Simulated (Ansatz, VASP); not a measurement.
# HfZn in VASP and in Ansatz

File INCAR:

```
SYSTEM = HfZn
PREC = Accurate
ENCUT = 520
EDIFF = 1E-6
ISMEAR = 0
SIGMA = 0.15
LREAL = .False.
LASPH = .True.
NELM = 80
ALGO = Normal
ISIF = 2
LWAVE = .False.
LCHARG = .False.
NBANDS = 18
```

The input KPOINTS:

```
regular mesh
0
Gamma
  14 14 14
  0 0 0
```

The input POSCAR:

```
HfZn
1.0
    3.2751048400      0.0000000000      0.0000000000
    0.0000000000      3.2751048400      0.0000000000
    0.0000000000      0.0000000000      3.2751048400
Hf Zn
1 1
Direct
    0.5000000000      0.5000000000      0.5000000000
    0.0000000000      0.0000000000      0.0000000000
```

Input for Ansatz:

```yaml
crystal:
  lattice:
    - [3.27510484, 0.0, 0.0]
    - [0.0, 3.27510484, 0.0]
    - [0.0, 0.0, 3.27510484]
  atoms:
    - { symbol: Hf, position: [0.5, 0.5, 0.5] }
    - { symbol: Zn, position: [0.0, 0.0, 0.0] }
basis:
  ecutwfc: 420
kpoints:
  mp_grid: { grid: [14, 14, 14] }
hamiltonian:
  xc: lda
scf:
  occupations: { method: gaussian, width: 0.15 }
output:
  forces: true
  stress: true
  eigenvalues: true
```

Alike in both runs: task single point; functional LDA; k mesh 14 × 14 × 14; occupations gaussian, width 0.15 eV; no spin polarisation.

|  | VASP | Ansatz |
| --- | --- | --- |
| version | VASP 6.6.1 | Ansatz 0.2.0 |
| potentials or method | VASP PAW LDA potentials, release 64 (Hf_pv, Zn), cutoff 520 eV | scalar-relativistic, plane waves, PAW |
| valence electrons in the cell | 22 | 38 |

|  | VASP | Ansatz | Ansatz less VASP |
| --- | --- | --- | --- |
| gap on the k mesh at the Fermi level (eV) | none | none | - |
| pressure (GPa) | -6.1 | -6.3 | -0.20 |

LDA's correlation is that of Perdew and Zunger in VASP and of Perdew and Wang (1992) in Ansatz. A gap of «none» marks a metal or a gap that the smearing closes. VASP's potentials hold 22 valence electrons a cell and Ansatz's 38, so a difference there can come from the potentials and not from the codes.

Neither program's run includes spin-orbit coupling.
